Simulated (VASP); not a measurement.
# Sr4Al8Ge8H (a cell with a defect) in VASP: single point with PBEsol

Aim: the single point of Sr4Al8Ge8H (a cell with a defect) with PBEsol.

Everything below comes from runs of VASP 6.6.1. Logs are shortened: lines on timing, memory, paths and dates and some standing lists are left out, and cuts for length are marked.

### 1 The cell of the first run

The cell holds a defect, 21 atoms: a = 8.456 Å, b = 7.323 Å, c = 7.471 Å, α = 90.00°, β = 90.00°, γ = 90.00°.

### 2 Single point, PBEsol

INCAR

```
ALGO     = Normal         # electronic algorithm
EDIFF    = 1E-6           # SCF threshold, eV
ENCUT    = 520            # plane-wave cutoff, eV
GGA      = PS             # functional
ISIF     = 2              # what is computed and relaxed
ISMEAR   = 0              # smearing method
LASPH    = T              # aspherical terms in the spheres
LCHARG   = F              # write CHGCAR
LREAL    = Auto         
LWAVE    = F              # write WAVECAR
NBANDS   = 104            # bands
NELM     = 80             # most SCF steps
PREC     = Accurate       # precision mode
SIGMA    = 0.1            # smearing width, eV
```

KPOINTS

```
k-points
0
Gamma
  2 2 2
```

POSCAR

```
Sr4Al8Ge8H
1.0
   -4.2279640000     -7.3230480000      0.0000000000
    6.3419450000     -3.6615240000      0.0000000000
    0.0000000000      0.0000000000      7.4707450000
Sr Al Ge H
4 8 8 1
Direct
    0.7486060479      0.5026062858      0.0018710316
    0.4992054033      0.0026901012     -0.0032441209
    0.2490036548      0.5019667449      0.0017165624
   -0.0004796301      0.0024569972      0.0117898550
    0.5016484727      0.6556912246      0.3794501084
    0.4983814525      0.3338248502      0.6228278438
    0.2450348630      0.1655048380      0.3783132740
    0.2519289749      0.8355559117      0.6239807409
   -0.0001676717      0.6871242324      0.3789769293
   -0.0013809194      0.3416537864      0.6242681285
    0.7503214639      0.1671768106      0.3783229116
    0.7476787525      0.8365914320      0.6238252008
    0.4996476763      0.6660328004      0.7283767549
    0.4978625209      0.3271612755      0.2728188420
    0.2466625456      0.1693760136      0.7265138885
    0.2598851042      0.8326964148      0.2741260744
   -0.0005720497      0.6739046766      0.7275066944
   -0.0016507758      0.3442175199      0.2773882658
    0.7505251340      0.1701254501      0.7269233524
    0.7409341229      0.8343088434      0.2742141513
    1.0113265126     -0.0497493927      0.3435895617
```

Potentials or basis: VASP PAW PBE potentials, release 64 (Sr_sv, Al, Ge_d, H).

Launch:

```
cat potpaw_PBE.64/Sr_sv/POTCAR potpaw_PBE.64/Al/POTCAR potpaw_PBE.64/Ge_d/POTCAR potpaw_PBE.64/H/POTCAR > POTCAR
mpirun -np 1 vasp_std > vasp.out
```

OUTCAR:

```text
EDIFF = 1E-6
   ENCUT = 520
   GGA = PS
   ISIF = 2
   ISMEAR = 0
   LASPH = T
   LREAL = Auto
   NELM = 80
   PREC = Accurate

 ion  position               nearest neighbor table
   1  0.749  0.503  0.002-  13 3.17  18 3.17  20 3.17  19 3.19  14 3.20  17 3.21   5 3.68  10 3.72
                            11 3.73  12 3.74   6 3.74   9 3.78   3 4.22   2 4.23   2 4.23   3 4.23
   2  0.499  0.003  0.997-  14 3.15  16 3.15  20 3.16  19 3.18  13 3.18  15 3.18   8 3.69  12 3.70
                             6 3.70  11 3.75   7 3.76   5 3.83   3 4.22   1 4.23   1 4.23   4 4.23
   3  0.249  0.502  0.002-  16 3.16  18 3.17  13 3.18  15 3.19  14 3.19  17 3.20   5 3.71  10 3.72
                             8 3.73   6 3.74   7 3.74   9 3.77   4 4.22   2 4.22   1 4.22   4 4.23
   4  1.000  0.002  0.012-  21 2.51  20 3.18  18 3.19  16 3.20  17 3.21  15 3.23  19 3.24   9 3.59
                             7 3.64  11 3.66  12 3.80   8 3.80  10 3.81   3 4.22   2 4.23   3 4.23
   5  0.502  0.656  0.379-  20 2.53  14 2.53  16 2.55  13 2.61   6 2.98  12 3.07   8 3.09   1 3.68
                             3 3.71   2 3.83
   6  0.498  0.334  0.623-  13 2.56  15 2.57  19 2.57  14 2.62   5 2.98  11 3.06   7 3.07   2 3.70
                             3 3.74   1 3.74
   7  0.245  0.166  0.378-  16 2.56  14 2.57  18 2.58  15 2.60   8 3.03  10 3.06   6 3.07   4 3.64
                             3 3.74   2 3.76
   8  0.252  0.836  0.624-  13 2.56  17 2.56  15 2.56  16 2.61   9 3.01   7 3.03   5 3.09   2 3.69
                             3 3.73   4 3.80
   9  1.000  0.687  0.379-  21 1.95  20 2.56  16 2.57  17 2.61  18 2.62   8 3.01  12 3.02  10 3.12
                             4 3.59   3 3.77   1 3.78
  10  0.999  0.342  0.624-  17 2.55  19 2.56  15 2.56  18 2.59   7 3.06  11 3.07   9 3.12   3 3.72
                             1 3.72   4 3.81
  11  0.750  0.167  0.378-  14 2.56  20 2.56  18 2.58  19 2.60  12 3.04   6 3.06  10 3.07   4 3.66
                             1 3.73   2 3.75
  12  0.748  0.837  0.624-  17 2.56  19 2.56  13 2.56  20 2.61   9 3.02  11 3.04   5 3.07   2 3.70
                             1 3.74   4 3.80
  13  0.500  0.666  0.728-   8 2.56   6 2.56  12 2.56   5 2.61   1 3.17   2 3.18   3 3.18
  14  0.498  0.327  0.273-   5 2.53  11 2.56   7 2.57   6 2.62   2 3.15   3 3.19   1 3.20
  15  0.247  0.169  0.727-   8 2.56  10 2.56   6 2.57   7 2.60   2 3.18   3 3.19   4 3.23
  16  0.260  0.833  0.274-   5 2.55   7 2.56   9 2.57   8 2.61   2 3.15   3 3.16   4 3.20
  17  0.999  0.674  0.728-  10 2.55  12 2.56   8 2.56   9 2.61   3 3.20   1 3.21   4 3.21
  18  0.998  0.344  0.277-   7 2.58  11 2.58  10 2.59   9 2.62   1 3.17   3 3.17   4 3.19
  19  0.751  0.170  0.727-  12 2.56  10 2.56   6 2.57  11 2.60   2 3.18   1 3.19   4 3.24
  20  0.741  0.834  0.274-   5 2.53  11 2.56   9 2.56  12 2.61   2 3.16   1 3.17   4 3.18
  21  0.011  0.950  0.344-   9 1.95   4 2.51

  LATTYP: Found a simple orthorhombic cell.
 ALAT       =     7.3230474794
 B/A-ratio  =     1.0201688602
 C/A-ratio  =     1.1547006386

  Lattice vectors:

 A1 = (   6.3419450000,  -3.6615240000,   0.0000000000)
 A2 = (   0.0000000000,   0.0000000000,   7.4707450000)
 A3 = (  -4.2279640000,  -7.3230480000,   0.0000000000)

Analysis of symmetry for initial positions (statically):
=====================================================================
[... 166 lines left out ...]
  volume/ion in A,a.u.               =      22.03       148.66
  Fermi-wavevector in a.u.,A,eV,Ry     =   1.188485  2.245910 19.218172  1.412496
  Thomas-Fermi vector in A             =   2.324613
   LORBIT       =      0    0 simple, 1 ext, 2 COOP (PROOUT), +10 PAW based schemes
   GGA     = PS    functional components
   LHFCALC =     F    Hartree Fock is set to
   AEXX    =    0.0000 exact exchange contribution
   IVDW    =     0    specifies the selected vdW correction
   LEPSILON=     F    determine dielectric tensor
   LRPA    =     F    only Hartree local field effects (RPA)
 non-spin polarized calculation
 Gauss-broadening in eV      SIGMA  =   0.10
  energy-cutoff  :      520.00
  volume of cell :      462.61
 maximum number of plane-waves:     12488
 NGX is ok and might be reduce to    64
   NGX = 31   NGY = 27   NGZ = 27

 number of electron     177.0000017 magnetization

 Free energy of the ion-electron system (eV)
  ---------------------------------------------------
  ext. energy  EPLUGINS =         0.00000000
  ---------------------------------------------------
  free energy    TOTEN  =       -90.09489141 eV

  energy without entropy =      -90.08522860  energy(sigma->0) =      -90.09006000

 E-fermi :   4.9069     XC(G=0):  -9.7633

 val. band max:        4.8350922187   @ k =   0.5000   0.5000   0.0000
 cond. band min:       4.9959796494   @ k =   0.0000   0.5000   0.0000
 fundamental gap:      0.1608874307
 Fermi energy:         4.9069264237

 k-point     1 :       0.0000    0.0000    0.0000
  band No.  band energies     occupation
      1     -30.4968      2.00000
      2     -30.4891      2.00000
      3     -30.4733      2.00000
      4     -30.4393      2.00000
      5     -19.1311      2.00000
      6     -19.1252      2.00000
[... 813 lines left out ...]
     99       6.7997      0.00000
    100       6.8726      0.00000
 [bands above 100 left out]

------------------------ aborting loop because EDIFF is reached ----------------------------------------

  FORCE on cell =-STRESS in cart. coord.  units (eV):
  Direction    XX          YY          ZZ          XY          YZ          ZX
  --------------------------------------------------------------------------------------
  -------------------------------------------------------------------------------------
  Total       -0.9278396      1.5577666     -6.9637648      2.3619553     -0.1765700      0.2983676
  in kB       -3.2134123      5.3950561    -24.1177981      8.1802248     -0.6115198      1.0333447
  external PRESSURE =      -7.3120515 kB  Pullay stress =       0.0000000 kB

 VOLUME and BASIS-vectors are now :
 -----------------------------------------------------------------------------
  energy-cutoff  :      520.00
  volume of cell :      462.61
      direct lattice vectors                 reciprocal lattice vectors
    -4.227964000 -7.323048000  0.000000000    -0.059130123 -0.102416367  0.000000000
     6.341945000 -3.661524000  0.000000000     0.118260245 -0.068277589  0.000000000
     0.000000000  0.000000000  7.470745000     0.000000000  0.000000000  0.133855459

 POSITION                                       TOTAL-FORCE (eV/Angst)
 -----------------------------------------------------------------------------------
      0.02242     -7.32238      0.01398         0.000446     -0.006766      0.004546
     -2.09356     -3.66556      7.44651         0.003069     -0.002114      0.003039
      2.13067     -3.66143      0.01282         0.004013     -0.001708      0.002401
     -4.21035     -7.32853      0.08808         0.002360      0.002168     -0.008847
      2.03741     -6.07443      2.83478         0.008044     -0.001144      0.004386
      0.00996     -4.87198      4.65299         0.003383     -0.002256      0.003019
[... 13 lines left out ...]
      2.15850     -8.48074      2.04858         0.006549      0.000586      0.016836
      5.97855     -3.56231      2.56687        -0.049841      0.063078     -0.060121
 -----------------------------------------------------------------------------------
    total drift:                                0.010423     -0.006457     -0.001091

  FREE ENERGIE OF THE ION-ELECTRON SYSTEM (eV)
  ---------------------------------------------------
  free  energy   TOTEN  =       -90.0948914077 eV

  energy  without entropy=      -90.0852285955  energy(sigma->0) =      -90.09006000
```

OSZICAR:

```text
N       E                     dE             d eps       ncg     rms          rms(c)
DAV:   1     0.252444278679E+04    0.25244E+04   -0.72679E+04  2224   0.324E+03
DAV:   2     0.460661350162E+03   -0.20638E+04   -0.19666E+04  1696   0.109E+03
DAV:   3    -0.304408163047E+02   -0.49110E+03   -0.47096E+03  1784   0.273E+02
DAV:   4    -0.888347264142E+02   -0.58394E+02   -0.56820E+02  2112   0.953E+01
DAV:   5    -0.920947249227E+02   -0.32600E+01   -0.32402E+01  2360   0.208E+01    0.354E+01
DAV:   6    -0.905148776041E+02    0.15798E+01   -0.38652E+00  2744   0.528E+00    0.208E+01
DAV:   7    -0.901039481195E+02    0.41093E+00   -0.20826E+00  2056   0.497E+00    0.220E+00
DAV:   8    -0.900953569886E+02    0.85911E-02   -0.27667E-01  2360   0.175E+00    0.786E-01
DAV:   9    -0.900952665373E+02    0.90451E-04   -0.29424E-02  2160   0.563E-01    0.452E-01
DAV:  10    -0.900948189910E+02    0.44755E-03   -0.42134E-03  2048   0.360E-01    0.152E-01
DAV:  11    -0.900948820564E+02   -0.63065E-04   -0.71805E-04  2464   0.141E-01    0.464E-02
DAV:  12    -0.900948853366E+02   -0.32802E-05   -0.82618E-05  2312   0.492E-02    0.275E-02
DAV:  13    -0.900948913926E+02   -0.60560E-05   -0.19490E-05  2008   0.264E-02    0.570E-03
DAV:  14    -0.900948914077E+02   -0.15112E-07   -0.22176E-06  1520   0.949E-03
   1 F= -.90094891E+02 E0= -.90090060E+02  d E =-.966281E-02
```

stdout:

```text
POSCAR found type information on POSCAR SrAlGeH
 POSCAR found :  4 types and      21 ions
 scaLAPACK will be used
 -----------------------------------------------------------------------------
|                                                                             |
|                                                                             |
|     You enforced a specific xc type in the INCAR file but a different       |
|     I HOPE YOU KNOW WHAT YOU ARE DOING!                                     |
|                                                                             |
 -----------------------------------------------------------------------------

 LDA part: xc-table for (Slater+PW92), standard interpolation
 POSCAR, INCAR and KPOINTS ok, starting setup
 FFT: planning ... GRIDC
 FFT: planning ... GRID_SOFT
 FFT: planning ... GRID
 WAVECAR not read
 entering main loop
```

Run time: 20 min. Hardware: 1 thread of Intel Xeon 8259CL, shared host; peak memory 0.6 GiB.

What came out:

```yaml
Free_energy: -90.0949 eV
Pressure: -0.7 GPa
Largest_force: 0.100 eV/Å
Band_gap_on_the_k_mesh: zero (an odd number of electrons rules out a gap without spin polarisation)
```

Forces in eV/Å, atoms in the order of the input:
```
Sr   0.000 -0.007  0.005
Sr   0.003 -0.002  0.003
Sr   0.004 -0.002  0.002
Sr   0.002  0.002 -0.009
Al   0.008 -0.001  0.004
Al   0.003 -0.002  0.003
Al   0.006 -0.027  0.001
Al   0.006 -0.003  0.007
Al  -0.011  0.012  0.003
Al  -0.002 -0.002  0.006
Al   0.002 -0.005  0.010
Al   0.003 -0.004  0.005
Ge   0.000 -0.001 -0.007
Ge   0.005 -0.013  0.011
Ge   0.003 -0.001 -0.010
Ge   0.013  0.000  0.017
Ge   0.000 -0.001 -0.011
Ge  -0.005 -0.005  0.012
Ge   0.001 -0.002 -0.009
Ge   0.007  0.001  0.017
H   -0.050  0.063 -0.060
```

Stress tensor (GPa, compression positive):
```
-0.32  0.82  0.10
 0.82  0.54 -0.06
 0.10 -0.06 -2.41
```

Levels at points of the mesh, in eV from the Fermi level:
| k point | band 86 | band 87 | band 88 | band 89 | band 90 | band 91 |
| --- | --- | --- | --- | --- | --- | --- |
| (0.00, 0.00, 0.00) | -0.95 | -0.33 | 0.21 | 0.23 | 0.39 | 0.93 |
| (0.50, 0.00, 0.00) | -0.93 | -0.37 | -0.33 | 0.46 | 1.36 | 1.54 |
| (0.00, 0.50, 0.00) | -0.81 | -0.79 | -0.77 | -0.68 | -0.21 | 0.09 |
| (0.50, 0.50, 0.00) | -1.01 | -0.98 | -0.97 | -0.07 | 1.09 | 1.14 |
| (0.00, 0.00, 0.50) | -0.93 | -0.77 | -0.41 | -0.40 | 0.13 | 0.43 |
| (0.50, 0.00, 0.50) | -1.59 | -0.93 | -0.85 | 0.64 | 1.22 | 1.24 |
| (0.00, 0.50, 0.50) | -0.91 | -0.83 | -0.67 | -0.57 | 0.37 | 0.41 |
| (0.50, 0.50, 0.50) | -1.31 | -1.30 | -1.26 | 0.15 | 1.07 | 1.11 |

Caveat: the k points lie up to 0.43 Å⁻¹ apart, too coarse for converged energies and pressures of a metal; the PAW data sets were made with another functional, which shifts forces and pressure a little; an odd number of electrons without spin polarisation forces a metal; a magnetic or distorted state may lie lower.

The gap in the log of VASP goes by the Fermi energy; the results here count the filled bands.